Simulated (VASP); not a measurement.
Write the native input for VASP 6.6.1 that does the following.

```
Task                   : single point
Functional             : LDA
Potentials or basis    : VASP PAW LDA potentials, release 64 (Sn_d, F)
Cutoff                 : 520 eV
k mesh                 : 8 × 8 × 8
Occupations            : gaussian, width 0.05 eV
Spin                   : no spin polarisation
Dipole correction      : no
Further INCAR settings : ALGO = Normal; EDIFF = 1e-07; NBANDS = 29
```

The structure of SnF4 lies in POSCAR:

```
SnF4
1.0
   -1.9946250000      2.0250000000      3.9650000000
    1.9946250000     -2.0250000000      3.9650000000
    1.9946250000      2.0250000000     -3.9650000000
Sn F
1 4
Direct
    0.0000000000      0.0000000000      0.0000000000
    0.2370000000      0.2370000000      0.0000000000
    0.7630000000      0.7630000000      0.0000000000
    0.5000000000      0.0000000000      0.5000000000
    0.0000000000      0.5000000000      0.5000000000
```

This cell differs from its parent crystal: strain -0.0150 x Voigt [1, 0, 0, 0, 0, 0].

The input as run:

INCAR

```
PREC = Accurate ; ENCUT = 520
EDIFF = 1E-7 ; ISMEAR = 0
SIGMA = 0.05 ; LREAL = False
LASPH = True ; NELM = 100
ALGO = Normal ; ISIF = 2
LWAVE = False ; LCHARG = False
GGA = CA ; NBANDS = 29
```

KPOINTS

```
regular mesh
0
Gamma
  8 8 8
```

Potentials or basis: VASP PAW LDA potentials, release 64 (Sn_d, F).

Command:

```console
$ cat potpaw_LDA.64/Sn_d/POTCAR potpaw_LDA.64/F/POTCAR > POTCAR
$ mpirun -np 1 vasp_std > vasp.out
```

It gave:

- Pressure: 1.9 GPa
- Largest force: 0.357 eV/Å
- Band gap on the k mesh: 3.35 eV, indirect (least direct gap 3.60 eV)

Caveat: the cell differs from its parent crystal (strain -0.0150 x Voigt [1, 0, 0, 0, 0, 0]); spin-orbit coupling is left out, which moves the levels of the heavy elements.

Run time: 5.2 min on 1 thread of Oxide Virtual Turin-like Processor, on a shared host, peak memory 0.23 GiB.
